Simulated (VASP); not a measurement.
# InSe: single point with PBE

InSe:

```
In Se
1.0
     4.04733    0.00000    0.00000
    -2.02366    3.50509    0.00000
     0.00000    0.00000   18.05206
In Se
4 4
Direct
  0.33333 0.66667 0.07739
  0.33333 0.66667 0.92261
  0.00000 0.00000 0.42261
  0.00000 0.00000 0.57739
  0.33333 0.66667 0.35298
  0.33333 0.66667 0.64702
  0.66667 0.33333 0.14700
  0.66667 0.33333 0.85300
```

| Item | Value |
| --- | --- |
| Program | VASP 6.6.1 |
| Task | single point |
| Functional | PBE |
| Potentials or basis | VASP PAW PBE potentials, release 64 (In_d, Se) |
| Cutoff | 520 eV |
| k mesh | 8 × 8 × 2 |
| Occupations | gaussian, width 0.011 eV |
| Spin | no spin polarisation |

- Pressure: 1.4 GPa
- Largest force: 0.255 eV/Å
- Band gap on the k mesh: 0.72 eV, direct

Forces on the atoms (eV/Å):
```
In   0.000  0.000 -0.112
In   0.000  0.000  0.112
In   0.000  0.000  0.111
In   0.000  0.000 -0.111
Se   0.000  0.000 -0.253
Se   0.000  0.000  0.253
Se   0.000  0.000  0.255
Se   0.000  0.000 -0.255
```

Levels at points of the mesh, in eV from the valence-band top:
```csv
k point,band 35,band 36,band 37,band 38,band 39,band 40,band 41,band 42
"(0.00, 0.00, 0.00)",-0.95,-0.95,-0.94,0.00,0.72,1.50,2.24,2.28
"(0.50, 0.00, 0.00)",-1.93,-1.86,-1.44,-1.31,1.72,1.72,1.94,1.95
"(0.00, 0.00, 0.50)",-0.97,-0.97,-0.55,-0.54,1.18,1.20,2.26,2.27
"(0.50, 0.00, 0.50)",-1.90,-1.90,-1.38,-1.34,1.62,1.70,1.94,2.08
```

Wall time 8.2 min on 1 thread of AMD EPYC 7R13, on a shared host, peak memory 0.43 GiB.

Caveat: spin-orbit coupling is left out, which moves the levels of the heavy elements; this functional lacks dispersion, which binds the layers, so the pressure and a relaxed spacing across them are unreliable. A k mesh can miss the band edges.
